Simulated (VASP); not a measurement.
# NiO (Fm-3m) in VASP: single point with PBEsol

Aim: the single point of NiO with PBEsol.

Everything below comes from runs of VASP 6.6.1. Logs are shortened: lines on timing, memory, paths and dates and some standing lists are left out, and cuts for length are marked.

**1. The cell of the first run**

It takes space group Fm-3m (No. 225, cubic). The conventional cell has a = 3.910 Å, b = 3.910 Å, c = 3.910 Å, α = 90.00°, β = 90.00°, γ = 90.00°. Ni (site symmetry m-3m) has 6 O at 1.96 Å within 2.6 Å. O (site symmetry m-3m) has 6 Ni at 1.96 Å within 2.6 Å.

**2. Single point, PBEsol, collinear spin, ferromagnetic start (strain -0.050 along x and y, -0.050 along z)**

Input file INCAR:

```
SYSTEM = NiO
ALGO = Normal
EDIFF = 1E-7
ENCUT = 520
GGA = PS
ISIF = 2
ISMEAR = 0
ISPIN = 2
LASPH = .TRUE.
LCHARG = .FALSE.
LMAXMIX = 4
LORBIT = 11
LREAL = .FALSE.
LWAVE = .FALSE.
MAGMOM = 1.14 0.2
NBANDS = 19
NELM = 150
PREC = Accurate
SIGMA = 0.15
```

Input file KPOINTS:

```
k-points
0
G
  26 26 26
  0 0 0
```

Input file POSCAR:

```
NiO
1.0
    0.0000000000      1.9551542807      1.9551542807
    1.9551542807      0.0000000000      1.9551542807
    1.9551542807      1.9551542807      0.0000000000
Ni O
1 1
Direct
    0.0000000000      0.0000000000      0.0000000000
    0.5000000000      0.5000000000      0.5000000000
```

Potentials or basis: VASP PAW PBE potentials, release 64 (Ni, O).

Command:

```sh
> cat potpaw_PBE.64/Ni/POTCAR potpaw_PBE.64/O/POTCAR > POTCAR
> mpirun -np 1 vasp_std > vasp.out
```

OUTCAR:

```text
SYSTEM = NiO
   EDIFF = 1E-7
   ENCUT = 520
   GGA = PS
   ISIF = 2
   ISMEAR = 0
   ISPIN = 2
   LASPH = .TRUE.
   LORBIT = 11
   LREAL = .FALSE.
   NELM = 150
   PREC = Accurate

 ion  position               nearest neighbor table
   1  0.000  0.000  0.000-   2 1.96   2 1.96   2 1.96   2 1.96   2 1.96   2 1.96
   2  0.500  0.500  0.500-   1 1.96   1 1.96   1 1.96   1 1.96   1 1.96   1 1.96

  LATTYP: Found a face centered cubic cell.
 ALAT       =     3.9103085614

  Lattice vectors:

 A1 = (   0.0000000000,   1.9551542807,   1.9551542807)
 A2 = (   1.9551542807,   0.0000000000,   1.9551542807)
 A3 = (   1.9551542807,   1.9551542807,   0.0000000000)

Analysis of symmetry for initial positions (statically):
=====================================================================
 Subroutine PRICEL returns:
 Original cell was already a primitive cell.

 Routine SETGRP: Setting up the symmetry group for a
 face centered cubic supercell.

 Subroutine GETGRP returns: Found 48 space group operations
 (whereof 48 operations were pure point group operations)
 out of a pool of 48 trial point group operations.

The static configuration has the point symmetry O_h .

Analysis of symmetry for dynamics (positions and initial velocities):
=====================================================================
 Subroutine PRICEL returns:
 Original cell was already a primitive cell.

 Routine SETGRP: Setting up the symmetry group for a
 face centered cubic supercell.

 Subroutine GETGRP returns: Found 48 space group operations
 (whereof 48 operations were pure point group operations)
 out of a pool of 48 trial point group operations.

The dynamic configuration has the point symmetry O_h .

Analysis of structural, dynamic, and magnetic symmetry:
=====================================================================
 Subroutine PRICEL returns:
 Original cell was already a primitive cell.

 Routine SETGRP: Setting up the symmetry group for a
 face centered cubic supercell.

 Subroutine GETGRP returns: Found 48 space group operations
 (whereof 48 operations were pure point group operations)
 out of a pool of 48 trial point group operations.

The overall configuration has the point symmetry O_h .

 Subroutine INISYM returns: Found 48 space group operations
 (whereof 48 operations are pure point group operations),
 and found     1 'primitive' translations

----------------------------------------------------------------------------------------

                                     Primitive cell

  volume of cell :      14.9477

  direct lattice vectors                    reciprocal lattice vectors
     0.000000000  1.955154281  1.955154281    -0.255734294  0.255734294  0.255734294
     1.955154281  0.000000000  1.955154281     0.255734294 -0.255734294  0.255734294
     1.955154281  1.955154281  0.000000000     0.255734294  0.255734294 -0.255734294

  length of vectors
     2.765005700  2.765005700  2.765005700     0.442944791  0.442944791  0.442944791

  position of ions in fractional coordinates (direct lattice)
     0.000000000  0.000000000  0.000000000
     0.500000000  0.500000000  0.500000000

  ion indices of the primitive-cell ions
   primitive index   ion index
                 1           1
                 2           2

----------------------------------------------------------------------------------------

 KPOINTS: k-points

Automatic generation of k-mesh.
 Grid dimensions read from file:
 generate k-points for:   26   26   26

 Generating k-lattice:

  Cartesian coordinates                     Fractional coordinates (reciprocal lattice)
    -0.009835934  0.009835934  0.009835934     0.038461538  0.000000000  0.000000000
     0.009835934 -0.009835934  0.009835934     0.000000000  0.038461538  0.000000000
     0.009835934  0.009835934 -0.009835934     0.000000000  0.000000000  0.038461538

  Length of vectors
     0.017036338  0.017036338  0.017036338

  Shift w.r.t. Gamma in fractional coordinates (k-lattice)
     0.000000000  0.000000000  0.000000000

 Subroutine IBZKPT returns following result:
 ===========================================

 Found    511 irreducible k-points:

 Following reciprocal coordinates:
            Coordinates               Weight
  0.000000  0.000000  0.000000      1.000000
  0.038462  0.000000  0.000000      8.000000
  0.076923  0.000000  0.000000      8.000000
  0.115385  0.000000  0.000000      8.000000
  0.153846  0.000000  0.000000      8.000000
  0.192308  0.000000  0.000000      8.000000
[... 16 lines left out ...]
  0.346154  0.038462  0.000000     24.000000
  0.384615  0.038462  0.000000     24.000000
 [... further k-points ...]
   k-points           NKPTS =    511   k-points in BZ     NKDIM =    511   number of bands    NBANDS=     19
   number of dos      NEDOS =    301   number of ions     NIONS =      2
   total plane-waves  NPLWV =  13824
   dimension x,y,z NGX =    24 NGY =   24 NGZ =   24
   dimension x,y,z NGXF=    48 NGYF=   48 NGZF=   48
   ions per type =               1   1
   NGX,Y,Z   is equivalent  to a cutoff of  14.43, 14.43, 14.43 a.u.
   NGXF,Y,Z  is equivalent  to a cutoff of  28.86, 28.86, 28.86 a.u.
 SYSTEM =  NiO
   PREC   = accura    normal or accurate (medium, high low for compatibility)
   ISTART =      0    job   : 0-new  1-cont  2-samecut
   ICHARG =      2    charge: 1-file 2-atom 10-const
   ISPIN  =      2    spin polarized calculation?
   LNONCOLLINEAR =      F non collinear calculations
   LSORBIT =      F    spin-orbit coupling
   LASPH  =      T    aspherical Exc in radial PAW
   ENCUT  =  520.0 eV  38.22 Ry    6.18 a.u.   5.14  5.14  5.14*2*pi/ulx,y,z
   NELM   =    150;   NELMIN=  2; NELMDL= -5     # of ELM steps
   EDIFF  = 0.1E-06   stopping-criterion for ELM
   LREAL  =      F    real-space projection
   EDIFFG = 0.1E-05   stopping-criterion for IOM
   NSW    =      0    number of steps for IOM
   IBRION =     -1    ionic relax: 0-MD 1-quasi-New 2-CG
   NFREE  =      0    steps in history (QN), initial steepest desc. (CG)
   ISIF   =      2    stress and relaxation
   ISYM   =      2    0-nonsym 1-usesym 2-fastsym
   POTIM  = 0.5000    time-step for ionic-motion
   TEBEG  =    0.0;   TEEND  =   0.0 temperature during run
   PSTRESS=    0.0 pullay stress
   NELECT =      16.0000    total number of electrons
   NUPDOWN=      -1.0000    fix difference up-down
   EMIN   =  10.00;   EMAX   =-10.00  energy-range for DOS
   EFERMI =   0.00;   METHOD = LEGACY
   ISMEAR =     0;   SIGMA  =   0.15  broadening in eV -4-tet -1-fermi 0-gaus
   EFERMI_NEDOS =   21; number of points for ismear=-14 and -15
   IALGO  =     38    algorithm
   IMIX   =      4    mixing-type and parameters
     AMIX     =   0.40;   BMIX     =  1.00
     AMIX_MAG =   1.60;   BMIX_MAG =  1.00
  volume/ion in A,a.u.               =       7.47        50.44
  Fermi-wavevector in a.u.,A,eV,Ry     =   1.674649  3.164628 38.156849  2.804449
  Thomas-Fermi vector in A             =   2.759407
   LORBIT       =     11    0 simple, 1 ext, 2 COOP (PROOUT), +10 PAW based schemes
   GGA     = PS    functional components
   LHFCALC =     F    Hartree Fock is set to
   AEXX    =    0.0000 exact exchange contribution
   IVDW    =     0    specifies the selected vdW correction
   LEPSILON=     F    determine dielectric tensor
   LRPA    =     F    only Hartree local field effects (RPA)
 spin polarized calculation
 Gauss-broadening in eV      SIGMA  =   0.15
  energy-cutoff  :      520.00
  volume of cell :       14.95
 maximum number of plane-waves:       415
 NGX is ok and might be reduce to    24
   NGX = 11   NGY = 11   NGZ = 11

 number of electron      15.9999996 magnetization       0.0050329

 number of electron      15.9999996 magnetization      -0.0005532

 Free energy of the ion-electron system (eV)
  ---------------------------------------------------
  ext. energy  EPLUGINS =         0.00000000
  ---------------------------------------------------
  free energy    TOTEN  =       -12.12055999 eV

  energy without entropy =      -12.10238672  energy(sigma->0) =      -12.11147335

 E-fermi :  11.0086     XC(G=0): -14.1449

 val. band max:       11.0081859017   @ k =   0.4231   0.3462   0.0769
 cond. band min:      11.0088828826   @ k =   0.4231   0.3462   0.0769
 fundamental gap:      0.0006969808
 Fermi energy:        11.0086137418

 spin component 1

 k-point     1 :       0.0000    0.0000    0.0000
  band No.  band energies     occupation
      1     -11.5433      1.00000
      2       6.9572      1.00000
      3       6.9572      1.00000
      4       6.9572      1.00000
      5       8.3655      1.00000
      6       8.3655      1.00000
[... 11 lines left out ...]
     18      39.6939      0.00000
     19      39.6939      0.00000
[... 485 lines left out ...]
 k-point    24 :       0.3846    0.0385    0.0000
  band No.  band energies     occupation
      1      -9.8741      1.00000
      2       1.4504      1.00000
      3       4.1404      1.00000
      4       4.2447      1.00000
      5       9.3045      1.00000
      6       9.4444      1.00000
[... 11 lines left out ...]
     18      44.2968      0.00000
     19      45.2507      0.00000

 [... further k-points ...]

 spin component 2

 k-point     1 :       0.0000    0.0000    0.0000
  band No.  band energies     occupation
      1     -11.5434      1.00000
      2       6.9571      1.00000
      3       6.9571      1.00000
      4       6.9571      1.00000
      5       8.3652      1.00000
      6       8.3652      1.00000
[... 11 lines left out ...]
     18      39.6937      0.00000
     19      39.6937      0.00000
[... 485 lines left out ...]
 k-point    24 :       0.3846    0.0385    0.0000
  band No.  band energies     occupation
      1      -9.8743      1.00000
      2       1.4503      1.00000
      3       4.1401      1.00000
      4       4.2444      1.00000
      5       9.3041      1.00000
      6       9.4440      1.00000
[... 11 lines left out ...]
     18      44.2967      0.00000
     19      45.2505      0.00000

 [... further k-points ...]

------------------------ aborting loop because EDIFF is reached ----------------------------------------

  FORCE on cell =-STRESS in cart. coord.  units (eV):
  Direction    XX          YY          ZZ          XY          YZ          ZX
  --------------------------------------------------------------------------------------
  -------------------------------------------------------------------------------------
  Total        4.2133136      4.2133136      4.2133136      0.0000000     -0.0000000      0.0000000
  in kB      451.6076334    451.6076334    451.6076334      0.0000000     -0.0000000      0.0000000
  external PRESSURE =     451.6076334 kB  Pullay stress =       0.0000000 kB

 VOLUME and BASIS-vectors are now :
 -----------------------------------------------------------------------------
  energy-cutoff  :      520.00
  volume of cell :       14.95
      direct lattice vectors                 reciprocal lattice vectors
     0.000000000  1.955154281  1.955154281    -0.255734294  0.255734294  0.255734294
     1.955154281  0.000000000  1.955154281     0.255734294 -0.255734294  0.255734294
     1.955154281  1.955154281  0.000000000     0.255734294  0.255734294 -0.255734294

 POSITION                                       TOTAL-FORCE (eV/Angst)
 -----------------------------------------------------------------------------------
      0.00000      0.00000      0.00000         0.000000      0.000000     -0.000000
      1.95515      1.95515      1.95515        -0.000000      0.000000      0.000000
 -----------------------------------------------------------------------------------
    total drift:                                0.000000     -0.000000     -0.000000

  FREE ENERGIE OF THE ION-ELECTRON SYSTEM (eV)
  ---------------------------------------------------
  free  energy   TOTEN  =       -12.1205599856 eV

  energy  without entropy=      -12.1023867243  energy(sigma->0) =      -12.11147335

 total charge

# of ion       s       p       d       tot
------------------------------------------
    1        0.411   0.584   8.517   9.513
    2        1.570   3.461   0.000   5.031
--------------------------------------------------
tot          1.981   4.044   8.517  14.543

 magnetization (x)

# of ion       s       p       d       tot
------------------------------------------
    1       -0.000  -0.000  -0.000  -0.000
    2       -0.000  -0.000   0.000  -0.000
--------------------------------------------------
tot         -0.000  -0.000  -0.000  -0.001
```

It took 3.9 min on 1 thread of Intel Xeon 6975P-C (Granite Rapids), shared host; peak memory 0.33 GiB.

Results:

```
Free energy                                           : -12.1206 eV
Pressure                                              : 45.2 GPa
Band gap on the k mesh                                : zero (filled and empty bands overlap)
Net moment                                            : 0.00 μB per cell
Valence electrons inside the program's atomic spheres : Ni 9.51; O 5.03
```

Caveat: the cell differs from its parent crystal (strain -0.050 along x and y, -0.050 along z); the PAW data sets were made with another functional, which shifts forces and pressure a little; semilocal functionals often make such compounds metallic where correlation or magnetic order opens a gap, which also shifts bond lengths.
